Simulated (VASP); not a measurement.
FeGe: relaxation of cell and atoms with PBE

The system is FeGe.

```
Fe Ge
1.0
     4.68900    0.00000    0.00000
     0.00000    4.68900    0.00000
     0.00000    0.00000    4.68900
Fe Ge
4 4
Direct
  0.13500 0.13500 0.13500
  0.36500 0.86500 0.63500
  0.63500 0.36500 0.86500
  0.86500 0.63500 0.36500
  0.84200 0.84200 0.84200
  0.65800 0.15800 0.34200
  0.34200 0.65800 0.15800
  0.15800 0.34200 0.65800
```

| Quantity | Value |
| --- | --- |
| Program | VASP 6.6.1 |
| Task | relaxation of cell and atoms |
| Functional | PBE |
| Potentials or basis | VASP PAW PBE potentials, release 64 (Fe, Ge_d) |
| Cutoff | 600 eV |
| k mesh | 4 × 4 × 4 |
| Occupations | gaussian, width 0.05 eV |
| Spin | collinear spin, ferromagnetic start |
| Starting moments | [2.5, 2.5, 2.5, 2.5, 0.0, 0.0, 0.0, 0.0] μB |
| Dipole correction | no |
| Further INCAR settings | ALGO = Normal; EDIFF = 1e-07; IBRION = 2; EDIFFG = -0.03; NSW = 80; ISIF = 3 |

The relaxed volume is 12.69 Å³/atom and the relaxed cell is a = 4.665 Å, b = 4.665 Å, c = 4.665 Å, α = 90.00°, β = 90.00°, γ = 90.00°. The space group after relaxing (to 0.05 Å) is P2_13 (No. 198). The energy gained by relaxing is 1.4 meV/atom and the ionic steps are 3. The pressure after relaxing is 0.0 GPa, the largest force after relaxing is 0.029 eV/Å and the net moment is 4.16 μB per cell. The site moments are Fe +1.15; Ge -0.08 μB and the valence electrons inside the program's atomic spheres are Fe 7.35; Ge 12.48.

Forces on the atoms (eV/Å):
```
Fe   0.008  0.008  0.008
Fe  -0.008 -0.008  0.008
Fe   0.008 -0.008 -0.008
Fe  -0.008  0.008 -0.008
Ge  -0.017 -0.017 -0.017
Ge   0.017  0.017 -0.017
Ge  -0.017  0.017  0.017
Ge   0.017 -0.017  0.017
```

Step by step:
```csv
step,energy change (eV),largest force (eV/Å),pressure (GPa),volume (Å³)
1,0.0000,0.0419,-2.23,103.10
2,-0.0049,0.0622,1.81,100.44
3,-0.0108,0.0293,0.02,101.55
```

Final structure:
```
CELL_PARAMETERS angstrom
4.66549 0.00000 0.00000
0.00000 4.66549 0.00000
0.00000 0.00000 4.66549
ATOMIC_POSITIONS crystal
Fe 0.13486 0.13486 0.13486
Fe 0.36514 0.86514 0.63486
Fe 0.63486 0.36514 0.86514
Fe 0.86514 0.63486 0.36514
Ge 0.84191 0.84191 0.84191
Ge 0.65809 0.15809 0.34191
Ge 0.34191 0.65809 0.15809
Ge 0.15809 0.34191 0.65809
```

Levels at points of the mesh, in eV from the Fermi level:
Spin up:
```
           k point  band 43  band 44  band 45  band 46  band 47  band 48  band 49  band 50
(0.00, 0.00, 0.00)    -0.83    -0.83    -0.27    -0.27    -0.27     1.84     1.84     1.84
(0.50, 0.00, 0.00)    -0.72    -0.72    -0.54    -0.54     0.89     0.89     0.94     0.94
(0.50, 0.50, 0.00)    -1.02    -1.02    -0.09    -0.09     0.23     0.23     1.50     1.50
(0.50, 0.50, 0.50)    -1.05    -1.05    -0.38    -0.38    -0.38    -0.38     4.41     4.41
```
Spin down:
```tsv
k point	band 40	band 41	band 42	band 43	band 44	band 45
(0.00, 0.00, 0.00)	0.15	0.15	0.15	0.29	0.29	1.00
(0.50, 0.00, 0.00)	-0.62	0.03	0.03	0.33	0.33	0.66
(0.50, 0.50, 0.00)	-0.56	-0.56	-0.56	0.06	0.06	0.98
(0.50, 0.50, 0.50)	-0.26	-0.15	-0.15	-0.15	-0.15	0.83
```

Run time: 4.6 min on 1 thread of AMD EPYC 9R45 96-Core Processor (Zen 5), with other jobs on the host, peak memory 0.32 GiB.
